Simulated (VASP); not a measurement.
# V (Fm-3m) in VASP: further runs, part 2 of 2

VASP 6.6.1. The steps go on from the part before.

## 3. Single point, PBE, collinear spin, ferromagnetic start (12.79 Å³/atom)

This run uses another cell than the first one, of 12.79 Å³/atom.

INCAR reads:

```
SYSTEM = V
  ALGO = Normal
  EDIFF = 1E-6
  ENCUT = 520
  GGA = PE
  ISIF = 2
  ISMEAR = -1
  ISPIN = 2
  LASPH = .TRUE.
  LCHARG = .FALSE.
  LMAXMIX = 4
  LORBIT = 11
  LREAL = .FALSE.
  LWAVE = .FALSE.
  MAGMOM = 1
  NBANDS = 16
  NELM = 150
  PREC = Accurate
  SIGMA = 0.05
```

KPOINTS reads:

```
k-points
0
G
  16 16 16
  0 0 0
```

POSCAR reads:

```
V
1.0
    0.0000000000      1.8562544844      1.8562544844
    1.8562544844      0.0000000000      1.8562544844
    1.8562544844      1.8562544844      0.0000000000
V
1
Direct
    0.0000000000      0.0000000000      0.0000000000
```

Potentials or basis: VASP PAW PBE potentials, release 64 (V_sv).

Launch:

```sh
$ cat potpaw_PBE.64/V_sv/POTCAR > POTCAR
$ mpirun -np 1 vasp_std > vasp.out
```

It took 74 s on 1 thread of Intel Xeon 8259CL, shared host; peak memory 0.16 GiB.

It converged, with:

```yaml
Free_energy: -8.6985 eV
Pressure: 17.4 GPa
Net_moment: 0.00 μB per cell
Valence_electrons_inside_the_program's_atomic_spheres: V 11.74
```

Levels at points of the mesh, in eV from the Fermi level:
Spin up:
```tsv
k point	band 4	band 5	band 6	band 7	band 8	band 9
(0.00, 0.00, 0.00)	-37.23	-7.04	0.15	0.15	0.15	2.10
(0.50, 0.00, 0.00)	-37.36	-3.59	0.01	0.01	1.02	3.41
(0.50, 0.50, 0.00)	-37.59	-3.86	-2.94	3.39	3.75	3.75
```
Spin down:
```
           k point  band 4  band 5  band 6  band 7  band 8  band 9
(0.00, 0.00, 0.00)  -37.23   -7.04    0.15    0.15    0.15    2.10
(0.50, 0.00, 0.00)  -37.36   -3.59    0.01    0.01    1.02    3.41
(0.50, 0.50, 0.00)  -37.59   -3.86   -2.94    3.39    3.75    3.75
```

Caveat: the cell stands under pressure; the moments typed at the start vanished in this run.

## 4. Single point, PBE, collinear spin, ferromagnetic start (13.35 Å³/atom)

This run uses another cell than the first one, of 13.35 Å³/atom.

INCAR reads:

```
PREC     = Accurate       # precision mode
ENCUT    = 520            # plane-wave cutoff, eV
EDIFF    = 1E-6           # SCF threshold, eV
ISMEAR   = -1             # smearing method
SIGMA    = 0.05           # smearing width, eV
LREAL    = False          # projectors in reciprocal space
LASPH    = True           # aspherical terms in the spheres
NELM     = 150            # most SCF steps
ALGO     = Normal         # electronic algorithm
ISIF     = 2              # what is computed and relaxed
LWAVE    = False          # write WAVECAR
LCHARG   = False          # write CHGCAR
ISPIN    = 2              # spin polarisation
MAGMOM   = 1              # initial moments
LORBIT   = 11             # projections on sites
LMAXMIX  = 4              # l up to which the mixer works
GGA      = PE             # functional
NBANDS   = 16             # bands
```

KPOINTS reads:

```
Automatic mesh
0
Gamma
  16 16 16
```

POSCAR reads:

```
V
1.0
    0.0000000000      1.8827759888      1.8827759888
    1.8827759888      0.0000000000      1.8827759888
    1.8827759888      1.8827759888      0.0000000000
V
1
Direct
    0.0000000000      0.0000000000      0.0000000000
```

Launch:

```sh
$ cat potpaw_PBE.64/V_sv/POTCAR > POTCAR
$ mpirun -np 1 vasp_std > vasp.out
```

Run time: 80 s. Hardware: 1 thread of Intel Xeon 8259CL, shared host; peak memory 0.17 GiB.

The run converged. Its results:

| Item | Value |
| --- | --- |
| Free energy | -8.7424 eV |
| Pressure | 8.0 GPa |
| Net moment | 0.00 μB per cell |
| Valence electrons inside the program's atomic spheres | V 11.66 |

Levels at points of the mesh, in eV from the Fermi level:
Spin up:
| k point | band 2 | band 3 | band 4 | band 5 | band 6 | band 7 | band 8 | band 9 | band 10 | band 11 |
| --- | --- | --- | --- | --- | --- | --- | --- | --- | --- | --- |
| (0.00, 0.00, 0.00) | -37.34 | -37.34 | -37.34 | -6.93 | 0.16 | 0.16 | 0.16 | 2.00 | 2.00 | 17.87 |
| (0.50, 0.00, 0.00) | -38.26 | -37.45 | -37.45 | -3.45 | 0.03 | 0.03 | 0.90 | 3.23 | 3.23 | 9.44 |
| (0.50, 0.50, 0.00) | -38.19 | -37.66 | -37.66 | -3.64 | -2.76 | 3.21 | 3.55 | 3.55 | 3.59 | 12.19 |
Spin down:
```tsv
k point	band 4	band 5	band 6	band 7	band 8	band 9
(0.00, 0.00, 0.00)	-37.33	-6.93	0.16	0.16	0.16	2.00
(0.50, 0.00, 0.00)	-37.45	-3.45	0.03	0.03	0.90	3.23
(0.50, 0.50, 0.00)	-37.66	-3.64	-2.76	3.21	3.55	3.55
```

Caveat: the cell stands under pressure; the moments typed at the start vanished in this run.

## 5. Single point, PBE, collinear spin, ferromagnetic start (13.90 Å³/atom)

This run uses another cell than the first one, of 13.90 Å³/atom.

INCAR reads:

```
SYSTEM = V
  PREC = Accurate
  ENCUT = 520
  EDIFF = 1E-6
  ISMEAR = -1
  SIGMA = 0.05
  LREAL = .False.
  LASPH = .True.
  NELM = 150
  ALGO = Normal
  ISIF = 2
  LWAVE = .False.
  LCHARG = .False.
  ISPIN = 2
  MAGMOM = 1
  LORBIT = 11
  LMAXMIX = 4
  GGA = PE
  NBANDS = 16
```

KPOINTS reads:

```
Automatic mesh
0
Gamma
  16 16 16
  0 0 0
```

POSCAR reads:

```
V
1.0
    0.0000000000      1.9085706461      1.9085706461
    1.9085706461      0.0000000000      1.9085706461
    1.9085706461      1.9085706461      0.0000000000
V
1
Direct
    0.0000000000      0.0000000000      0.0000000000
```

Potentials or basis: VASP PAW PBE potentials, release 64 (V_sv).

Launch:

```sh
$ cat potpaw_PBE.64/V_sv/POTCAR > POTCAR
$ mpirun -np 1 vasp_std > vasp.out
```

OUTCAR:

```text
SYSTEM = V
   PREC = Accurate
   ENCUT = 520
   EDIFF = 1E-6
   ISMEAR = -1
   LREAL = .False.
   LASPH = .True.
   NELM = 150
   ISIF = 2
   ISPIN = 2
   LORBIT = 11
   GGA = PE

 ion  position               nearest neighbor table
   1  0.000  0.000  0.000-

  LATTYP: Found a face centered cubic cell.
 ALAT       =     3.8171412922

  Lattice vectors:

 A1 = (   0.0000000000,   1.9085706461,   1.9085706461)
 A2 = (   1.9085706461,   0.0000000000,   1.9085706461)
 A3 = (   1.9085706461,   1.9085706461,   0.0000000000)

[... 1119 lines left out ...]
  -------------------------------------------------------------------------------------
  Total        0.0157313      0.0157313      0.0157313     -0.0000000     -0.0000000      0.0000000
  in kB        1.8126788      1.8126788      1.8126788     -0.0000000     -0.0000000      0.0000000
  external PRESSURE =       1.8126788 kB  Pullay stress =       0.0000000 kB

 VOLUME and BASIS-vectors are now :
 -----------------------------------------------------------------------------
  energy-cutoff  :      520.00
  volume of cell :       13.90
      direct lattice vectors                 reciprocal lattice vectors
     0.000000000  1.908570646  1.908570646    -0.261976155  0.261976155  0.261976155
     1.908570646  0.000000000  1.908570646     0.261976155 -0.261976155  0.261976155
     1.908570646  1.908570646  0.000000000     0.261976155  0.261976155 -0.261976155

 POSITION                                       TOTAL-FORCE (eV/Angst)
 -----------------------------------------------------------------------------------
      0.00000      0.00000      0.00000        -0.000000     -0.000000     -0.000000
 -----------------------------------------------------------------------------------
    total drift:                                0.000000      0.000000      0.000000

  FREE ENERGIE OF THE ION-ELECTRON SYSTEM (eV)
  ---------------------------------------------------
  free  energy   TOTEN  =        -8.7563985013 eV

  energy  without entropy=       -8.7419558696  energy(sigma->0) =       -8.74917719

 total charge

# of ion       s       p       d       tot
------------------------------------------
    1        2.341   6.225   3.023  11.589

 magnetization (x)

# of ion       s       p       d       tot
------------------------------------------
    1        0.000   0.000   0.001   0.001
```

It took 79 s on 1 thread of Intel Xeon 8259CL, shared host; peak memory 0.17 GiB.

Results:

| Quantity | Value |
| --- | --- |
| Free energy | -8.7564 eV |
| Pressure | 0.2 GPa |
| Net moment | 0.00 μB per cell |
| Valence electrons inside the program's atomic spheres | V 11.59 |

Caveat: the moments typed at the start vanished in this run.

## 6. Overview

| cell | gap on the mesh (eV) | pressure (GPa) | moment (μB) |
| --- | --- | --- | --- |
| a = 2.587 Å, angles 60.0°, 1 atom | none | 28.9 | 0.00 |
| a = 2.625 Å, angles 60.0°, 1 atom | none | 17.4 | 0.00 |
| a = 2.663 Å, angles 60.0°, 1 atom | none | 8.0 | 0.00 |
| a = 2.699 Å, angles 60.0°, 1 atom | none | 0.2 | 0.00 |

Alike in all rows: task single point; level PBE; potentials or basis VASP PAW PBE potentials, release 64 (V_sv); spin collinear, ferromagnetic start; k mesh 16 × 16 × 16; cutoff (eV) 520; smearing fermi-dirac 0.05 eV.

Caveats: the moments typed at the start vanished in this run; the cell stands under pressure (at least some runs).

Total energies depend on the potentials used, so only differences within one code and one set of settings carry meaning.
